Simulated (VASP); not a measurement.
Set up this calculation in VASP 6.6.1, as the native input.

```
Task                    : density of states
Functional              : PBE
Potentials or basis     : VASP PAW PBE potentials, release 64 (Y_sv)
Cutoff                  : 520 eV
k mesh                  : 13 × 13 × 13
Occupations             : fermi-dirac, width 0.08 eV
Spin                    : no spin polarisation
Dipole correction       : no
k mesh for the DOS      : 20 × 20 × 20
Occupations for the DOS : tetrahedron
Further INCAR settings  : ALGO = Normal; EDIFF = 1e-06; NBANDS = 12
```

The system is Y.

```xyz
1
Lattice="-2.0217 2.0217 2.0217 2.0217 -2.0217 2.0217 2.0217 2.0217 -2.0217" Properties=species:S:1:pos:R:3 pbc="T T T"
Y     0.0000    0.0000    0.0000
```

The input as run:

POSCAR

```
Y
1.0
   -2.0217034476      2.0217034476      2.0217034476
    2.0217034476     -2.0217034476      2.0217034476
    2.0217034476      2.0217034476     -2.0217034476
Y
1
Direct
    0.0000000000      0.0000000000      0.0000000000
```

INCAR.step1

```
  PREC = Accurate
  ENCUT = 520
  EDIFF = 1E-6
  ISMEAR = -1
  SIGMA = 0.08
  LREAL = F
  LASPH = T
  NELM = 80
  ALGO = Normal
  ISIF = 2
  LWAVE = F
  LCHARG = T
  LMAXMIX = 4
  GGA = PE
  NBANDS = 12
```

KPOINTS.step1

```
Automatic mesh
0
Gamma
  13 13 13
```

INCAR.step2

```
  PREC = Accurate
  ENCUT = 520
  EDIFF = 1E-6
  ISMEAR = -5
  SIGMA = 0.08
  LREAL = F
  LASPH = T
  NELM = 80
  ALGO = Normal
  ISIF = 2
  LWAVE = F
  LCHARG = F
  LMAXMIX = 4
  GGA = PE
  LORBIT = 11
  NBANDS = 12
  NEDOS = 2001
  ICHARG = 11
```

KPOINTS.step2

```
Automatic mesh
0
Gamma
  20 20 20
```

Potentials or basis: VASP PAW PBE potentials, release 64 (Y_sv).

The run is started by

```sh
$ cat potpaw_PBE.64/Y_sv/POTCAR > POTCAR
$ cp INCAR.step1 INCAR
$ cp KPOINTS.step1 KPOINTS
$ mpirun -np 1 vasp_std > vasp.out
$ cp INCAR.step2 INCAR
$ cp KPOINTS.step2 KPOINTS
$ mpirun -np 1 vasp_std > vasp.out
```

Results of the run:

```json
{"Valence electrons inside the program's atomic spheres": "Y 9.41"}
```

Run time: 90 s on 1 thread of Intel(R) Xeon(R) Platinum 8488C (Sapphire Rapids), with other jobs on the host, peak memory 0.26 GiB.
